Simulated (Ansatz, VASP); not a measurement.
## TiC: VASP beside Ansatz

Contents of INCAR:

```
ALGO = Normal
EDIFF = 1E-6
EDIFFG = -0.005
ENCUT = 600
GGA = PE
IBRION = 2
ISIF = 3
ISMEAR = -1
LASPH = True
LCHARG = False
LREAL = False
LWAVE = False
NELM = 80
NSW = 60
PREC = Accurate
SIGMA = 0.05
```

File KPOINTS:

```
k-points
0
Gamma
  10 10 6
```

POSCAR

```
TiC
1.0
    3.4670299331      0.0000000000      0.0000000000
   -1.7335149665      3.0025359977      0.0000000000
    0.0000000000      0.0000000000      5.3738963963
Ti C
2 2
Direct
    0.0000000000      0.0000000000      0.0000000000
    0.0000000000      0.0000000000      0.5000000000
    0.3333333333      0.6666666667      0.2500000000
    0.6666666667      0.3333333333      0.7500000000
```

Input for Ansatz:

```yaml
crystal:
  lattice:
    - [3.4670299331, 0.0, 0.0]
    - [-1.7335149665, 3.0025359977, 0.0]
    - [0.0, 0.0, 5.3738963963]
  atoms:
    - { symbol: Ti, position: [0.0, 0.0, 0.0] }
    - { symbol: Ti, position: [0.0, 0.0, 0.5] }
    - { symbol: C, position: [0.3333333333, 0.6666666667, 0.25] }
    - { symbol: C, position: [0.6666666667, 0.3333333333, 0.75] }
kpoints:
  mp_grid: { grid: [10, 10, 6] }
scf:
  occupations: { method: fermi_dirac, width: 0.05 }
hamiltonian:
  xc: pbe
  pseudopotentials: { kind: paw }
output:
  forces: true
  stress: true
  write_density: true
  write_potential: true
  elf: true
  volumetric_format: npy
relax:
  f_tol: 0.005
  max_steps: 40
  cell: {}
```

Alike in both runs: task relaxation of cell and atoms; functional PBE; k mesh 10 × 10 × 6; occupations fermi-dirac, width 0.05 eV; no spin polarisation.

|  | VASP | Ansatz |
| --- | --- | --- |
| version | VASP 6.6.1 | Ansatz 0.2.0 |
| potentials or method | VASP PAW PBE potentials, release 64 (Ti_sv, C) | PAW with Ansatz's default frozen-core files, scalar-relativistic |
| plane-wave cutoff (eV) | 600 | 420 |
| valence electrons in the cell | 32 | 32 |

```csv
,VASP,Ansatz,Ansatz less VASP
relaxed volume (Å³/atom),10.78,10.78,-0.001
relaxed length of the cell vector where the two differ most in proportion (Å),3.042,3.042,-0.0001
```

Noted on VASP's run: the volume moved by over 15 % at a fixed basis, so the end points are rough.
